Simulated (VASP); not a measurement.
# MgB2 (P6/mmm) in VASP: further runs

The runs below take MgB2 through vibrations by perturbation theory, with PBE.

Everything below comes from runs of VASP 6.6.1. Logs are shortened: lines on timing, memory, paths and dates and some standing lists are left out, and cuts for length are marked.

**1. The cell of the first run**

It takes space group P6/mmm (No. 191, hexagonal). Conventional cell: a = 3.075 Å, b = 3.075 Å, c = 3.526 Å, α = 90.00°, β = 90.00°, γ = 120.00°. Within 3.3 Å of Mg (site symmetry 6/mmm) lie 12 B at 2.50 Å and 6 Mg at 3.08 Å. B (site symmetry -6m2) has 3 B at 1.78 Å within 2.4 Å.

**2. Vibrations by perturbation theory, PBE**

Input file INCAR:

```
SYSTEM = MgB2
  PREC = Accurate
  ENCUT = 520
  EDIFF = 1E-8
  ISMEAR = -1
  SIGMA = 0.15
  LREAL = .False.
  LASPH = .True.
  NELM = 60
  ALGO = Normal
  ISIF = 2
  LWAVE = .False.
  LCHARG = .True.
  GGA = PE
  NBANDS = 11
  IBRION = 8
  NSW = 1
```

Input file KPOINTS:

```
Automatic mesh
0
Gamma
  15 15 12
  0 0 0
```

Input file POSCAR:

```
MgB2
1.0
    3.0754729966      0.0000000000      0.0000000000
   -1.5377364983      2.6634377437      0.0000000000
    0.0000000000      0.0000000000      3.5258527696
Mg B
1 2
Direct
    0.0000000000      0.0000000000      0.0000000000
    0.3333333333      0.6666666667      0.5000000000
    0.6666666667      0.3333333333      0.5000000000
```

Potentials or basis: VASP PAW PBE potentials, release 64 (Mg, B).

Run with:

```bash
cat potpaw_PBE.64/Mg/POTCAR potpaw_PBE.64/B/POTCAR > POTCAR
mpirun -np 1 vasp_std > vasp.out
```

OUTCAR:

```text
SYSTEM = MgB2
   PREC = Accurate
   ENCUT = 520
   EDIFF = 1E-8
   ISMEAR = -1
   LREAL = .False.
   LASPH = .True.
   NELM = 60
   ISIF = 2
   GGA = PE
   IBRION = 8
   NSW = 1

 ion  position               nearest neighbor table
   1  0.000  0.000  0.000-   2 2.50   3 2.50   2 2.50   3 2.50   2 2.50   2 2.50   3 2.50   3 2.50
                             3 2.50   3 2.50   2 2.50   2 2.50
   2  0.333  0.667  0.500-   3 1.78   3 1.78   3 1.78   1 2.50   1 2.50   1 2.50   1 2.50   1 2.50
                             1 2.50
   3  0.667  0.333  0.500-   2 1.78   2 1.78   2 1.78   1 2.50   1 2.50   1 2.50   1 2.50   1 2.50
                             1 2.50

  LATTYP: Found a hexagonal cell.
 ALAT       =     3.0754729966
 C/A-ratio  =     1.1464424410

  Lattice vectors:

 A1 = (   3.0754729966,   0.0000000000,   0.0000000000)
 A2 = (  -1.5377364983,   2.6634377437,   0.0000000000)
 A3 = (   0.0000000000,   0.0000000000,   3.5258527696)

Analysis of symmetry for initial positions (statically):
=====================================================================
 Subroutine PRICEL returns:
 Original cell was already a primitive cell.

 Routine SETGRP: Setting up the symmetry group for a
 hexagonal supercell.

 Subroutine GETGRP returns: Found 24 space group operations
 (whereof 24 operations were pure point group operations)
 out of a pool of 24 trial point group operations.

The static configuration has the point symmetry D_6h.

Analysis of symmetry for dynamics (positions and initial velocities):
=====================================================================
 Subroutine PRICEL returns:
 Original cell was already a primitive cell.

 Routine SETGRP: Setting up the symmetry group for a
 hexagonal supercell.

 Subroutine GETGRP returns: Found 24 space group operations
 (whereof 24 operations were pure point group operations)
 out of a pool of 24 trial point group operations.

The dynamic configuration has the point symmetry D_6h.

 Subroutine INISYM returns: Found 24 space group operations
 (whereof 24 operations are pure point group operations),
 and found     1 'primitive' translations

----------------------------------------------------------------------------------------

                                     Primitive cell

  volume of cell :      28.8814

  direct lattice vectors                    reciprocal lattice vectors
     3.075472997  0.000000000  0.000000000     0.325153237  0.187727309  0.000000000
    -1.537736498  2.663437744  0.000000000     0.000000000  0.375454618  0.000000000
     0.000000000  0.000000000  3.525852770     0.000000000  0.000000000  0.283619330

  length of vectors
     3.075472997  3.075472997  3.525852770     0.375454618  0.375454618  0.283619330

  position of ions in fractional coordinates (direct lattice)
     0.000000000  0.000000000  0.000000000
     0.333333333  0.666666667  0.500000000
     0.666666667  0.333333333  0.500000000

  ion indices of the primitive-cell ions
   primitive index   ion index
                 1           1
                 2           2
                 3           3

----------------------------------------------------------------------------------------

 KPOINTS: Automatic mesh

Automatic generation of k-mesh.
 Grid dimensions read from file:
 generate k-points for:   15   15   12

 Generating k-lattice:
[... 101 lines left out ...]

 number of electron       8.0000000 magnetization

 Free energy of the ion-electron system (eV)
  ---------------------------------------------------
  ext. energy  EPLUGINS =         0.00000000
  ---------------------------------------------------
  free energy    TOTEN  =       -15.34915449 eV

  energy without entropy =      -15.29930975  energy(sigma->0) =      -15.32423212

 E-fermi :   5.2915     XC(G=0): -10.9312

 val. band max:        5.2850174998   @ k =   0.1333   0.0000   0.3333
 cond. band min:       5.3002208272   @ k =   0.0667   0.0000   0.0833
 fundamental gap:      0.0152033274
 Fermi energy:         5.2915018117

 k-point     1 :       0.0000    0.0000    0.0000
  band No.  band energies     occupation
      1      -7.1509      2.00000
      2       2.3152      2.00000
      3       5.6782      0.14115
      4       5.6782      0.14115
      5       6.9072      0.00004
      6      11.6591      0.00000
      7      11.6591      0.00000
      8      13.4953      0.00000
      9      15.2996      0.00000
     10      18.0586      0.00000
     11      21.4821      0.00000
[... 309 lines left out ...]
 k-point    24 :       0.4000    0.2000    0.0000
  band No.  band energies     occupation
      1      -2.7859      2.00000
      2      -2.1027      2.00000
      3       0.8806      2.00000
      4       6.0662      0.01136
      5       8.0224      0.00000
      6      10.9206      0.00000
      7      11.2532      0.00000
      8      13.3967      0.00000
      9      14.8495      0.00000
     10      17.1637      0.00000
     11      19.0958      0.00000

 [... further k-points ...]
[... 5 lines left out ...]
  --------------------------------------------------------------------------------------
  -------------------------------------------------------------------------------------
  Total       -0.0339471     -0.0339471     -0.0688329      0.0000000     -0.0000000      0.0000000
  in kB       -1.8831928     -1.8831928     -3.8184599      0.0000000     -0.0000000      0.0000000
  external PRESSURE =      -2.5282819 kB  Pullay stress =       0.0000000 kB

 VOLUME and BASIS-vectors are now :
 -----------------------------------------------------------------------------
  energy-cutoff  :      520.00
  volume of cell :       28.88
      direct lattice vectors                 reciprocal lattice vectors
     3.075472997  0.000000000  0.000000000     0.325153237  0.187727309  0.000000000
    -1.537736498  2.663437744  0.000000000     0.000000000  0.375454618  0.000000000
     0.000000000  0.000000000  3.525852770     0.000000000  0.000000000  0.283619330

 POSITION                                       TOTAL-FORCE (eV/Angst)
 -----------------------------------------------------------------------------------
      0.00000      0.00000      0.00000        -0.000000      0.000000      0.000000
     -0.00000      1.77563      1.76293         0.000000      0.000000      0.000000
      1.53774      0.88781      1.76293        -0.000000      0.000000      0.000000
 -----------------------------------------------------------------------------------
    total drift:                                0.000000     -0.000000      0.000000

  FREE ENERGIE OF THE ION-ELECTRON SYSTEM (eV)
  ---------------------------------------------------
  free  energy   TOTEN  =       -15.3491544943 eV

  energy  without entropy=      -15.2993097544  energy(sigma->0) =      -15.32423212

[... ionic steps 2 to 3 ...]

--------------------------------------- Ionic step        4  -------------------------------------------

------------------------ aborting loop because EDIFF is reached ----------------------------------------
[... 11 lines left out ...]
[... ionic steps 8 to 8 ...]

--------------------------------------- Ionic step        9  -------------------------------------------

 Free energy of the ion-electron system (eV)
  ---------------------------------------------------
  ---------------------------------------------------
  free energy    TOTEN  =        -0.04193237 eV

  energy without entropy =       -0.04193237

------------------------ aborting loop because EDIFF is reached ----------------------------------------

 INTERNAL STRAIN TENSOR  FOR ION    2  DIRECTION 3   (eV/Angst):
 -----------------------------------------------------------------------------
     0.00375  0.00000  0.00000
     0.00000  0.00375  0.00000
     0.00000 -0.00000 -0.01087

 INTERNAL STRAIN TENSOR FOR ION    3 for displacements in x,y,z  (eV/Angst):
          X           Y           Z          XY          YZ          ZX
  --------------------------------------------------------------------------------
  x    -0.00000    -0.00000     0.00000     2.99010     0.00000     0.00000
  y     2.99010    -2.99010    -0.00000     0.00000     0.00000     0.00000
  z     0.00000     0.00000     0.00000     0.00000     0.00000     0.00000

 SECOND DERIVATIVES (NOT SYMMETRIZED)
 ------------------------------------
               1X          1Y          1Z          2X          2Y          2Z          3X          3Y          3Z
  1X    -4.623248    0.000000    0.000000    2.311624    0.000000    0.000000    2.311624    0.000000    0.000000
  1Y     0.000000   -4.623248    0.000000    0.000000    2.311624    0.000000    0.000000    2.311624    0.000000
  1Z     0.000000    0.000000   -6.670805    0.000000   -0.000000    3.335403    0.000000   -0.000000    3.335403
  2X     2.319147    0.000000    0.000000   -7.984823    0.000000    0.000000    5.665676   -0.000000    0.000000
  2Y     0.000000    2.319147    0.000000    0.000000   -7.984823    0.000000    0.000000    5.665676    0.000000
  2Z     0.000000    0.000000    3.335155    0.000000   -0.000000  -10.996384    0.000000    0.000000    7.661229
  3X     2.319147    0.000000    0.000000    5.665676   -0.000000    0.000000   -7.984823    0.000000    0.000000
  3Y     0.000000    2.319147    0.000000    0.000000    5.665676    0.000000    0.000000   -7.984823    0.000000
  3Z     0.000000    0.000000    3.335155    0.000000    0.000000    7.661229    0.000000   -0.000000  -10.996384

 Eigenvectors and eigenvalues of the dynamical matrix
 ----------------------------------------------------

   1 f  =   20.537417 THz   129.040399 2PiTHz  685.054503 cm-1    84.935895 meV
             X         Y         Z           dx          dy          dz
      0.000000  0.000000  0.000000     0.000000    0.000000    0.000000
     -0.000000  1.775625  1.762926     0.000000    0.000000   -0.707107
      1.537736  0.887813  1.762926    -0.000000   -0.000000    0.707107
[... 43 lines left out ...]
   9 f/i=    0.008064 THz     0.050668 2PiTHz    0.268989 cm-1     0.033350 meV
             X         Y         Z           dx          dy          dz
      0.000000  0.000000  0.000000    -0.168311   -0.708301   -0.000000
     -0.000000  1.775625  1.762926    -0.112071   -0.471626   -0.000000
      1.537736  0.887813  1.762926    -0.112071   -0.471626   -0.000000

--------------------------------------------------------------------------------------------------------

 ELASTIC MODULI CONTR FROM IONIC RELAXATION (kBar)
 Direction    XX          YY          ZZ          XY          YZ          ZX
 --------------------------------------------------------------------------------
 XX         -72.6683     72.6683      0.0000      0.0000     -0.0000      0.0000
 YY          72.6683    -72.6683     -0.0000     -0.0000      0.0000      0.0000
 ZZ           0.0000     -0.0000     -0.0000     -0.0000      0.0000      0.0000
 XY           0.0000     -0.0000     -0.0000    -72.6683     -0.0000      0.0000
 YZ          -0.0000      0.0000      0.0000     -0.0000     -0.0000      0.0000
 ZX           0.0000      0.0000      0.0000      0.0000      0.0000      0.0000
 --------------------------------------------------------------------------------
```

Run time: 7.5 min. Hardware: 1 thread of AMD EPYC 7R13 (Zen 3), shared host; peak memory 0.69 GiB.

Results:

```
Highest phonon frequency at Γ, LO-TO splitting left out : 685 cm⁻¹
```

Phonon frequencies in cm⁻¹ (negative: imaginary):
```csv
q point,frequencies
"(0.000, 0.000, 0.000)",0 0 0 332 332 398 586 586 685
```

(Continued in part 2 of 2.)
